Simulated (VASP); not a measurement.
A run of VASP 6.6.1:

The input INCAR:

```
  PREC = Accurate
  ENCUT = 600
  EDIFF = 1E-7
  ISMEAR = 0
  SIGMA = 0.2
  LREAL = F
  LASPH = T
  NELM = 100
  ALGO = Normal
  ISIF = 3
  LWAVE = F
  LCHARG = F
  GGA = PE
  IBRION = 2
  NSW = 36
  EDIFFG = -0.08
```

File KPOINTS:

```
Automatic mesh
0
Gamma
  6 6 3
```

POSCAR

```
W3Br
1.0
    3.2500000000      0.0000000000      0.0000000000
    0.0000000000      3.2500000000      0.0000000000
    0.0000000000      0.0000000000      7.7000000000
W Br
3 1
Direct
    0.5000000000      0.5000000000      0.0000000000
    0.0000000000      0.0000000000      0.7700000000
    0.0000000000      0.0000000000      0.2300000000
    0.5000000000      0.5000000000      0.5000000000
```

Potentials or basis: VASP PAW PBE potentials, release 64 (W_sv, Br).

The run is started by

```console
$ cat potpaw_PBE.64/W_sv/POTCAR potpaw_PBE.64/Br/POTCAR > POTCAR
$ mpirun -np 1 vasp_std > vasp.out
```

Hardware: 1 thread of Intel(R) Xeon(R) 6975P-C (Granite Rapids), on a shared host.

Estimate the wall time of this run.

Run time: 2.4 min on 1 thread of Intel(R) Xeon(R) 6975P-C (Granite Rapids), with other jobs on the host, peak memory 0.26 GiB. Counts: scf iterations 72, k points 20, ion steps 6.
